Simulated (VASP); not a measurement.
B6P8C (a cell with a defect): single point with PBEsol

The system is B6P8C (a cell with a defect).

```
B P C
1.0
     9.04038    0.00000    0.00000
     0.00000    4.52019    0.00000
     0.00000    0.00000    4.52019
B P C
6 8 1
Direct
  0.99090 0.01598 0.01464
  0.25029 0.52616 0.97807
  0.74705 0.48115 0.02389
  0.25188 0.99836 0.47733
  0.75842 0.98214 0.51818
  0.99715 0.52207 0.53024
  0.12921 0.25782 0.26655
  0.61168 0.22694 0.26758
  0.38574 0.75251 0.23634
  0.89044 0.77924 0.24729
  0.36696 0.28046 0.75634
  0.85593 0.23197 0.80487
  0.13651 0.74477 0.73142
  0.63723 0.75835 0.73622
  0.50118 0.48554 0.50589
```

```
Program             : VASP 6.6.1
Task                : single point
Functional          : PBEsol
Potentials or basis : VASP PAW PBE potentials, release 64 (B, P, C)
Cutoff              : 520 eV
k mesh              : 2 × 2 × 2, shifted
Occupations         : fermi-dirac, width 0.05 eV
Spin                : collinear spin
Starting moments    : [0.533, 0.533, 0.533, 0.533, 0.533, 0.533, 0.533, 0.533, 0.533, 0.533, 0.533, 0.533, 0.533, 0.533, 0.533] μB
```

```
Pressure                                              : -0.7 GPa
Largest force                                         : 4.863 eV/Å
Band gap on the k mesh                                : 0.50 eV
Net moment                                            : 0.00 μB per cell
Valence electrons inside the program's atomic spheres : B 2.06, 2.03, 1.90, 1.94, 2.01, 1.85; P 2.51, 2.44, 2.59, 2.50 (each value once); C 2.30
```

Forces in eV/Å, atoms in the order of the input:
```
B    3.970  0.343 -1.211
B    0.513 -0.876  2.801
B   -1.668  2.440  0.918
B    1.431  0.208  1.063
B   -0.124  1.616 -1.670
B   -0.253 -1.925 -1.144
P   -1.573  0.848 -1.531
P    1.165  0.549 -0.053
P   -0.181  0.482  0.497
P   -2.494 -3.635  2.053
P    1.223 -2.090 -1.593
P    2.301  1.026 -3.609
P   -2.292  2.999  1.218
P   -1.721 -2.759  2.246
C   -0.298  0.774  0.014
```

Stress tensor (GPa, compression positive):
```
 2.13 -3.56 -1.53
-3.56 -2.54 -1.57
-1.53 -1.57 -1.65
```

Levels at points of the mesh, in eV from the valence-band top:
Spin up:
```csv
k point,band 28,band 29,band 30,band 31,band 32,band 33,band 34,band 35
"(0.25, 0.25, 0.25)",-2.25,-1.18,-0.76,0.00,0.58,1.75,2.18,2.50
```
Spin down:
```tsv
k point	band 27	band 28	band 29	band 30	band 31	band 32	band 33	band 34	band 35	band 36
(0.25, 0.25, 0.25)	-2.41	-2.25	-1.18	-0.76	0.00	0.58	1.75	2.18	2.50	2.74
```

Run time: 2.4 min on 1 thread of Intel(R) Xeon(R) Platinum 8488C (Sapphire Rapids), with other jobs on the host, peak memory 0.35 GiB.

Caveat: the k points lie up to 0.70 Å⁻¹ apart; semilocal functionals underestimate gaps, and a narrow one can read as zero; the PAW data sets were made with another functional, which shifts forces and pressure a little.
